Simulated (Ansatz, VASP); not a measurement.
# Os in VASP and in Ansatz

File POSCAR:

```
Os
1.0
    2.7393806551      0.0000000000      0.0000000000
   -1.3696903275      2.3723732379      0.0000000000
    0.0000000000      0.0000000000      4.3138178725
Os
2
Direct
    0.3333333333      0.6666666667      0.2500000000
    0.6666666667      0.3333333333      0.7500000000
```

File INCAR.step1:

```
ALGO = Normal
EDIFF = 1E-5
ENCUT = 620
GGA = PE
GGA_COMPAT = False
ISMEAR = -1
LASPH = True
LCHARG = False
LREAL = False
LWAVE = True
NBANDS = 23
NELM = 120
PREC = Accurate
SIGMA = 0.1
```

The input INCAR.step2:

```
ALGO = Normal
EDIFF = 1E-6
ENCUT = 620
GGA_COMPAT = False
ISIF = 2
ISMEAR = -1
ISTART = 1
LASPH = True
LCHARG = True
LELF = True
LMIXTAU = True
LREAL = False
LVHAR = True
LWAVE = False
METAGGA = R2SCAN
NBANDS = 23
NELM = 120
PREC = Accurate
SIGMA = 0.1
```

Contents of KPOINTS:

```
k-points
0
Gamma
  5 5 3
```

Input for Ansatz:

```yaml
crystal:
  lattice:
    - [2.7393806551, 0.0, 0.0]
    - [-1.3696903275, 2.3723732379, 0.0]
    - [0.0, 0.0, 4.3138178725]
  atoms:
    - { symbol: Os, position: [0.3333333333, 0.6666666667, 0.25] }
    - { symbol: Os, position: [0.6666666667, 0.3333333333, 0.75] }
hamiltonian:
  xc: r2scan
  pseudopotentials:
    kind: paw
    azcp:
      Os: "pseudopotentials/Os.paw.azcp"
basis:
  ecutwfc: 500
  fft_grid_basis: typed
kpoints:
  mp_grid: { grid: [5, 5, 3], shift: [0, 0, 0] }
magnetization:
  spin_polarized: false
scf:
  occupations: { method: fermi_dirac, width: 0.1 }
  lower_state_search: "off"
output:
  stress: true
```

Alike in both runs: task single point; functional r2SCAN; k mesh 5 × 5 × 3; occupations fermi-dirac, width 0.1 eV; no spin polarisation.

|  | VASP | Ansatz |
| --- | --- | --- |
| version | VASP 6.6.1 | Ansatz 0.2.0 |
| potentials or method | VASP PAW PBE potentials, release 64 (Os_sv_GW), cutoff 620 eV | plane waves (500 eV) with PAW, scalar-relativistic |
| valence electrons in the cell | 32 | 32 |

VASP gave:

* pressure (GPa): 0.4
* traceless stress, the component that is largest in VASP (GPa): 7.73

Question: Estimate Ansatz's values.

Answer: Pressure (GPa): 1.2; traceless stress, the component that is largest in VASP (GPa): 7.70.

VASP's potentials were made for PBE, not for r2SCAN. The functional is the same, so the differences come from potentials, cutoffs and numerics.

The k mesh is coarse, so the values compare programs but aren't converged. Neither program's run includes spin-orbit coupling.
